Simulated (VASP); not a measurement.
# Pd (P6_3/mmc) in VASP: further runs

Runs on Pd. Level: r2SCAN. Tasks: single point.

All numbers are computed with VASP 6.6.1; they aren't measurements. Logs are shortened: lines on timing, memory, paths and dates and some standing lists are left out, and cuts for length are marked.

## Step 1: The cell of the first run

It takes space group P6_3/mmc (No. 194, hexagonal). Conventional cell: a = 2.749 Å, b = 2.749 Å, c = 4.598 Å, α = 90.00°, β = 90.00°, γ = 120.00°. Within 3.6 Å of Pd (site symmetry -6m2) lie 12 Pd at 2.75 to 2.79 Å.

This isn't the form of Pd at room conditions, which is fcc.

## Step 2: Single point, r2SCAN, collinear spin

The input, POSCAR:

```
Pd
1.0
    2.7485424392      0.0000000000      0.0000000000
   -1.3742712196      2.3803075757      0.0000000000
    0.0000000000      0.0000000000      4.5975223575
Pd
2
Direct
    0.3333333333      0.6666666667      0.2500000000
    0.6666666667      0.3333333333      0.7500000000
```

The input, INCAR.step1:

```
PREC = Accurate ; ENCUT = 520
ISMEAR = -1 ; SIGMA = 0.05
LREAL = F ; LASPH = T
NELM = 150 ; ISPIN = 2
MAGMOM = 0.5 -0.5 ; LMAXMIX = 4
NBANDS = 21 ; GGA = PE
ALGO = Normal ; EDIFF = 1E-4
LWAVE = T ; LCHARG = F
```

The input, INCAR.step2:

```
PREC = Accurate ; ENCUT = 520
EDIFF = 1E-6 ; ISMEAR = -1
SIGMA = 0.05 ; LREAL = F
LASPH = T ; NELM = 150
ALGO = Normal ; ISIF = 2
LWAVE = F ; LCHARG = T
ISPIN = 2 ; MAGMOM = 0.5 -0.5
LORBIT = 11 ; LMAXMIX = 4
METAGGA = R2SCAN ; LMIXTAU = T
LELF = T ; LVHAR = T
NBANDS = 21 ; ISTART = 1
```

The input, KPOINTS:

```
regular mesh
0
Gamma
  13 13 7
```

Potentials or basis: VASP PAW PBE potentials, release 64 (Pd).

Launch:

```console
$ cat potpaw_PBE.64/Pd/POTCAR > POTCAR
$ cp INCAR.step1 INCAR
$ mpirun -np 1 vasp_std > vasp.out
$ cp INCAR.step2 INCAR
$ mpirun -np 1 vasp_std > vasp.out
```

OUTCAR:

```text
PREC = Accurate
   ENCUT = 520
   EDIFF = 1E-6
   ISMEAR = -1
   LREAL = F
   LASPH = T
   NELM = 150
   ISIF = 2
   ISPIN = 2
   LORBIT = 11
   METAGGA = R2SCAN
   ISTART = 1

 ion  position               nearest neighbor table
   1  0.333  0.667  0.250-   2 2.79   2 2.79   2 2.79   2 2.79   2 2.79   2 2.79
   2  0.667  0.333  0.750-   1 2.79   1 2.79   1 2.79   1 2.79   1 2.79   1 2.79

  LATTYP: Found a hexagonal cell.
 ALAT       =     2.7485424392
 C/A-ratio  =     1.6727128866

  Lattice vectors:

 A1 = (   2.7485424392,   0.0000000000,   0.0000000000)
 A2 = (  -1.3742712196,   2.3803075757,   0.0000000000)
 A3 = (   0.0000000000,   0.0000000000,   4.5975223575)

Analysis of symmetry for initial positions (statically):
=====================================================================
 Subroutine PRICEL returns:
 Original cell was already a primitive cell.

 Routine SETGRP: Setting up the symmetry group for a
 hexagonal supercell.

 Subroutine GETGRP returns: Found 24 space group operations
 (whereof 12 operations were pure point group operations)
 out of a pool of 24 trial point group operations.

The static configuration has the point symmetry D_3d.
 The point group associated with its full space group is D_6h.

Analysis of symmetry for dynamics (positions and initial velocities):
=====================================================================
 Subroutine PRICEL returns:
 Original cell was already a primitive cell.

 Routine SETGRP: Setting up the symmetry group for a
 hexagonal supercell.

 Subroutine GETGRP returns: Found 24 space group operations
 (whereof 12 operations were pure point group operations)
 out of a pool of 24 trial point group operations.

The dynamic configuration has the point symmetry D_3d.
 The point group associated with its full space group is D_6h.

Analysis of structural, dynamic, and magnetic symmetry:
=====================================================================
 Subroutine PRICEL returns:
 Original cell was already a primitive cell.

 Routine SETGRP: Setting up the symmetry group for a
 hexagonal supercell.

 Subroutine GETGRP returns: Found 24 space group operations
 (whereof 12 operations were pure point group operations)
 out of a pool of 24 trial point group operations.

The overall configuration has the point symmetry D_3d.
 The point group associated with its full space group is D_6h.

 Subroutine INISYM returns: Found 24 space group operations
 (whereof 12 operations are pure point group operations),
 and found     1 'primitive' translations

----------------------------------------------------------------------------------------

                                     Primitive cell

  volume of cell :      30.0787

  direct lattice vectors                    reciprocal lattice vectors
     2.748542439  0.000000000  0.000000000     0.363829201  0.210056887  0.000000000
    -1.374271220  2.380307576  0.000000000     0.000000000  0.420113774  0.000000000
     0.000000000  0.000000000  4.597522357     0.000000000  0.000000000  0.217508458

  length of vectors
     2.748542439  2.748542439  4.597522357     0.420113774  0.420113774  0.217508458

  position of ions in fractional coordinates (direct lattice)
     0.333333333  0.666666667  0.250000000
     0.666666667  0.333333333  0.750000000

  ion indices of the primitive-cell ions
   primitive index   ion index
                 1           1
                 2           2

----------------------------------------------------------------------------------------

 KPOINTS: regular mesh

Automatic generation of k-mesh.
 Grid dimensions read from file:
 generate k-points for:   13   13    7

 Generating k-lattice:

  Cartesian coordinates                     Fractional coordinates (reciprocal lattice)
     0.027986862  0.016158222  0.000000000     0.076923077  0.000000000  0.000000000
     0.000000000  0.032316444  0.000000000     0.000000000  0.076923077  0.000000000
     0.000000000  0.000000000  0.031072637     0.000000000  0.000000000  0.142857143

  Length of vectors
     0.032316444  0.032316444  0.031072637

  Shift w.r.t. Gamma in fractional coordinates (k-lattice)
     0.000000000  0.000000000  0.000000000

 Subroutine IBZKPT returns following result:
 ===========================================

 Found     84 irreducible k-points:

 Following reciprocal coordinates:
            Coordinates               Weight
  0.000000  0.000000  0.000000      1.000000
  0.076923 -0.000000  0.000000      6.000000
  0.153846 -0.000000  0.000000      6.000000
  0.230769  0.000000  0.000000      6.000000
  0.307692 -0.000000  0.000000      6.000000
  0.384615 -0.000000  0.000000      6.000000
[... 16 lines left out ...]
  0.076923 -0.000000  0.142857     12.000000
  0.153846 -0.000000  0.142857     12.000000
 [... further k-points ...]
   k-points           NKPTS =     84   k-points in BZ     NKDIM =     84   number of bands    NBANDS=     21
   number of dos      NEDOS =    301   number of ions     NIONS =      2
   total plane-waves  NPLWV =  14400
   dimension x,y,z NGX =    20 NGY =   20 NGZ =   36
   dimension x,y,z NGXF=    40 NGYF=   40 NGZF=   72
   ions per type =               2
   NGX,Y,Z   is equivalent  to a cutoff of  12.10, 12.10, 13.02 a.u.
   NGXF,Y,Z  is equivalent  to a cutoff of  24.19, 24.19, 26.04 a.u.
 SYSTEM =  unknown system
   PREC   = accura    normal or accurate (medium, high low for compatibility)
   ISTART =      1    job   : 0-new  1-cont  2-samecut
   ICHARG =      0    charge: 1-file 2-atom 10-const
   ISPIN  =      2    spin polarized calculation?
   LNONCOLLINEAR =      F non collinear calculations
   LSORBIT =      F    spin-orbit coupling
   LASPH  =      T    aspherical Exc in radial PAW
   ENCUT  =  520.0 eV  38.22 Ry    6.18 a.u.   5.11  5.11  8.55*2*pi/ulx,y,z
   NELM   =    150;   NELMIN=  2; NELMDL=  0     # of ELM steps
   EDIFF  = 0.1E-05   stopping-criterion for ELM
   LREAL  =      F    real-space projection
   EDIFFG = 0.1E-04   stopping-criterion for IOM
   NSW    =      0    number of steps for IOM
   IBRION =     -1    ionic relax: 0-MD 1-quasi-New 2-CG
   NFREE  =      0    steps in history (QN), initial steepest desc. (CG)
   ISIF   =      2    stress and relaxation
   ISYM   =      2    0-nonsym 1-usesym 2-fastsym
   POTIM  = 0.5000    time-step for ionic-motion
   TEBEG  =    0.0;   TEEND  =   0.0 temperature during run
   PSTRESS=    0.0 pullay stress
   NELECT =      20.0000    total number of electrons
   NUPDOWN=      -1.0000    fix difference up-down
   EMIN   =  10.00;   EMAX   =-10.00  energy-range for DOS
   EFERMI =   0.00;   METHOD = LEGACY
   ISMEAR =    -1;   SIGMA  =   0.05  broadening in eV -4-tet -1-fermi 0-gaus
   EFERMI_NEDOS =   21; number of points for ismear=-14 and -15
   IALGO  =     38    algorithm
   IMIX   =      4    mixing-type and parameters
     AMIX     =   0.40;   BMIX     =  1.00
     AMIX_MAG =   1.60;   BMIX_MAG =  1.00
  volume/ion in A,a.u.               =      15.04       101.49
  Fermi-wavevector in a.u.,A,eV,Ry     =   1.428889  2.700208 27.779323  2.041723
  Thomas-Fermi vector in A             =   2.548902
   LORBIT       =     11    0 simple, 1 ext, 2 COOP (PROOUT), +10 PAW based schemes
   METAGGA = R2SCAN    functional components
   LHFCALC =     F    Hartree Fock is set to
   AEXX    =    0.0000 exact exchange contribution
   IVDW    =     0    specifies the selected vdW correction
   LEPSILON=     F    determine dielectric tensor
   LRPA    =     F    only Hartree local field effects (RPA)
 spin polarized calculation
  energy-cutoff  :      520.00
  volume of cell :       30.08
 maximum number of plane-waves:       826
   NGX = 11   NGY = 11   NGZ = 17

 number of electron      20.0000005 magnetization      -0.0000000

 number of electron      20.0000005 magnetization       0.0000000

 Free energy of the ion-electron system (eV)
  ---------------------------------------------------
  ext. energy  EPLUGINS =         0.00000000
  ---------------------------------------------------
  free energy    TOTEN  =       -45.84340295 eV

  energy without entropy =      -45.80611141  energy(sigma->0) =      -45.82475718

 E-fermi :   9.3120     XC(G=0): -13.9778

 val. band max:        9.3101091595   @ k =   0.4615   0.0769   0.0000
 cond. band min:       9.3149582419   @ k =   0.0769   0.0769   0.4286
 fundamental gap:      0.0048490824
 Fermi energy:         9.3119546797

 spin component 1

 k-point     1 :       0.0000    0.0000    0.0000
  band No.  band energies     occupation
      1       2.2581      1.00000
      2       4.0133      1.00000
      3       6.3419      1.00000
      4       6.5516      1.00000
      5       6.5516      1.00000
      6       6.8976      1.00000
[... 13 lines left out ...]
     20      32.5814      0.00000
     21      34.7647      0.00000

 k-point     2 :       0.0769   -0.0000    0.0000
  band No.  band energies     occupation
      1       2.4565      1.00000
      2       4.1544      1.00000
      3       6.2265      1.00000
      4       6.6461      1.00000
      5       6.6839      1.00000
      6       6.8367      1.00000
[... 13 lines left out ...]
     20      31.9377      0.00000
     21      32.7744      0.00000

 k-point     3 :       0.1538   -0.0000    0.0000
  band No.  band energies     occupation
      1       3.0133      1.00000
      2       4.4985      1.00000
      3       6.0033      1.00000
      4       6.6148      1.00000
      5       6.8534      1.00000
      6       6.9937      1.00000
[... 13 lines left out ...]
     20      31.8919      0.00000
     21      31.9972      0.00000
[... 457 lines left out ...]
 k-point    23 :       0.0769   -0.0000    0.1429
  band No.  band energies     occupation
      1       2.6330      1.00000
      2       4.1935      1.00000
      3       6.2255      1.00000
      4       6.5307      1.00000
      5       6.6346      1.00000
      6       6.7554      1.00000
[... 13 lines left out ...]
     20      31.9296      0.00000
     21      33.4404      0.00000

 k-point    24 :       0.1538   -0.0000    0.1429
  band No.  band energies     occupation
      1       3.1737      1.00000
      2       4.5525      1.00000
      3       6.0323      1.00000
      4       6.4801      1.00000
      5       6.5733      1.00000
      6       6.9566      1.00000
[... 13 lines left out ...]
     20      31.9224      0.00000
     21      32.4889      0.00000

 [... further k-points ...]

 spin component 2

 k-point     1 :       0.0000    0.0000    0.0000
  band No.  band energies     occupation
      1       2.2581      1.00000
      2       4.0133      1.00000
      3       6.3419      1.00000
      4       6.5516      1.00000
      5       6.5516      1.00000
      6       6.8976      1.00000
[... 13 lines left out ...]
     20      32.5814      0.00000
     21      34.7647      0.00000

 k-point     2 :       0.0769   -0.0000    0.0000
  band No.  band energies     occupation
      1       2.4565      1.00000
      2       4.1544      1.00000
      3       6.2265      1.00000
      4       6.6461      1.00000
      5       6.6839      1.00000
      6       6.8367      1.00000
[... 13 lines left out ...]
     20      31.9377      0.00000
     21      32.7744      0.00000

 k-point     3 :       0.1538   -0.0000    0.0000
  band No.  band energies     occupation
      1       3.0133      1.00000
      2       4.4985      1.00000
      3       6.0033      1.00000
      4       6.6148      1.00000
      5       6.8534      1.00000
      6       6.9937      1.00000
[... 13 lines left out ...]
     20      31.8919      0.00000
     21      31.9972      0.00000
[... 457 lines left out ...]
 k-point    23 :       0.0769   -0.0000    0.1429
  band No.  band energies     occupation
      1       2.6330      1.00000
      2       4.1935      1.00000
      3       6.2255      1.00000
      4       6.5307      1.00000
      5       6.6346      1.00000
      6       6.7554      1.00000
[... 13 lines left out ...]
     20      31.9296      0.00000
     21      33.4404      0.00000

 k-point    24 :       0.1538   -0.0000    0.1429
  band No.  band energies     occupation
      1       3.1737      1.00000
      2       4.5525      1.00000
      3       6.0323      1.00000
      4       6.4801      1.00000
      5       6.5733      1.00000
      6       6.9566      1.00000
[... 13 lines left out ...]
     20      31.9224      0.00000
     21      32.4889      0.00000

 [... further k-points ...]
[... 5 lines left out ...]
  --------------------------------------------------------------------------------------
  -------------------------------------------------------------------------------------
  Total       -0.0297040     -0.0297040      0.1868450     -0.0000000      0.0000000     -0.0000000
  in kB       -1.5822189     -1.5822189      9.9525115     -0.0000000      0.0000000     -0.0000000
  external PRESSURE =       2.2626912 kB  Pullay stress =       0.0000000 kB

 VOLUME and BASIS-vectors are now :
 -----------------------------------------------------------------------------
  energy-cutoff  :      520.00
  volume of cell :       30.08
      direct lattice vectors                 reciprocal lattice vectors
     2.748542439  0.000000000  0.000000000     0.363829201  0.210056887  0.000000000
    -1.374271220  2.380307576  0.000000000     0.000000000  0.420113774  0.000000000
     0.000000000  0.000000000  4.597522357     0.000000000  0.000000000  0.217508458

 POSITION                                       TOTAL-FORCE (eV/Angst)
 -----------------------------------------------------------------------------------
     -0.00000      1.58687      1.14938        -0.000000      0.000000      0.000000
      1.37427      0.79344      3.44814         0.000000     -0.000000      0.000000
 -----------------------------------------------------------------------------------
    total drift:                               -0.000000      0.000000     -0.000000

  FREE ENERGIE OF THE ION-ELECTRON SYSTEM (eV)
  ---------------------------------------------------
  free  energy   TOTEN  =       -45.8434029536 eV

  energy  without entropy=      -45.8061114146  energy(sigma->0) =      -45.82475718

 total charge

# of ion       s       p       d       tot
------------------------------------------
    1        0.500   0.438   8.508   9.446
    2        0.500   0.438   8.508   9.446
--------------------------------------------------
tot          1.000   0.877  17.015  18.892

 magnetization (x)

# of ion       s       p       d       tot
------------------------------------------
    1        0.000  -0.000   0.000   0.000
    2       -0.000   0.000  -0.000  -0.000
--------------------------------------------------
tot          0.000   0.000   0.000   0.000
```

Run time: 4.7 min. Hardware: 1 thread of Intel Xeon 8259CL, shared host; peak memory 0.21 GiB.

Results:

- Free energy: -45.8434 eV
- Pressure: 0.2 GPa
- Band gap on the k mesh: zero (filled and empty bands overlap)
- Net moment: 0.00 μB per cell
- Valence electrons inside the program's atomic spheres: Pd 9.45

Caveat: the PAW data sets were made with another functional, which shifts forces and pressure a little.

## Step 3: Single point, r2SCAN, collinear spin (16.84 Å³/atom)

This run uses another cell than the first one, of 16.84 Å³/atom.

The input, POSCAR:

```
Pd
1.0
    2.8543580808      0.0000000000      0.0000000000
   -1.4271790404      2.4719466095      0.0000000000
    0.0000000000      0.0000000000      4.7745215449
Pd
2
Direct
    0.3333333333      0.6666666667      0.2500000000
    0.6666666667      0.3333333333      0.7500000000
```

The input, INCAR.step1:

```
PREC = Accurate
ENCUT = 520
ISMEAR = -1
SIGMA = 0.05
LREAL = F
LASPH = T
NELM = 150
ISPIN = 2
MAGMOM = 0.44 0.44
LMAXMIX = 4
NBANDS = 21
GGA = PE
ALGO = Normal
EDIFF = 1E-4
LWAVE = T
LCHARG = F
```

The input, INCAR.step2:

```
PREC = Accurate
ENCUT = 520
EDIFF = 1E-6
ISMEAR = -1
SIGMA = 0.05
LREAL = F
LASPH = T
NELM = 150
ALGO = Normal
ISIF = 2
LWAVE = F
LCHARG = T
ISPIN = 2
MAGMOM = 0.44 0.44
LORBIT = 11
LMAXMIX = 4
METAGGA = R2SCAN
LMIXTAU = T
LELF = T
LVHAR = T
NBANDS = 21
ISTART = 1
```

The input, KPOINTS:

```
regular mesh
0
Gamma
  15 15 8
```

Potentials or basis: VASP PAW PBE potentials, release 64 (Pd).

Launch:

```console
$ cat potpaw_PBE.64/Pd/POTCAR > POTCAR
$ cp INCAR.step1 INCAR
$ mpirun -np 1 vasp_std > vasp.out
$ cp INCAR.step2 INCAR
$ mpirun -np 1 vasp_std > vasp.out
```

It took 6.4 min on 1 thread of Intel Xeon 8259CL, shared host; peak memory 0.28 GiB.

The run converged. Its results:

```yaml
Free_energy: -45.6873 eV
Pressure: -14.7 GPa
Net_moment: 0.83 μB per cell
Site_moments: Pd +0.43 μB
Valence_electrons_inside_the_program's_atomic_spheres: Pd 9.25
```

Stress tensor (GPa, compression positive):
```
-14.87   0.00   0.00
  0.00 -14.87   0.00
  0.00   0.00 -14.39
```

Levels at points of the mesh, in eV from the Fermi level:
Spin up:
```csv
k point,band 8,band 9,band 10,band 11,band 12,band 13
"(0.00, 0.00, 0.00)",-1.67,-1.67,-0.51,-0.51,1.35,6.10
"(0.00, 0.00, 0.50)",-2.58,-0.90,-0.90,-0.90,-0.90,13.41
```
Spin down:
```tsv
k point	band 6	band 7	band 8	band 9	band 10	band 11	band 12	band 13	band 14	band 15
(0.00, 0.00, 0.00)	-1.86	-1.86	-1.32	-1.32	-0.14	-0.14	1.27	6.39	17.68	19.05
(0.00, 0.00, 0.50)	-2.20	-2.20	-2.20	-0.52	-0.52	-0.52	-0.52	13.51	13.51	18.08
```

Caveat: the cell stands under tension; the PAW data sets were made with another functional, which shifts forces and pressure a little.
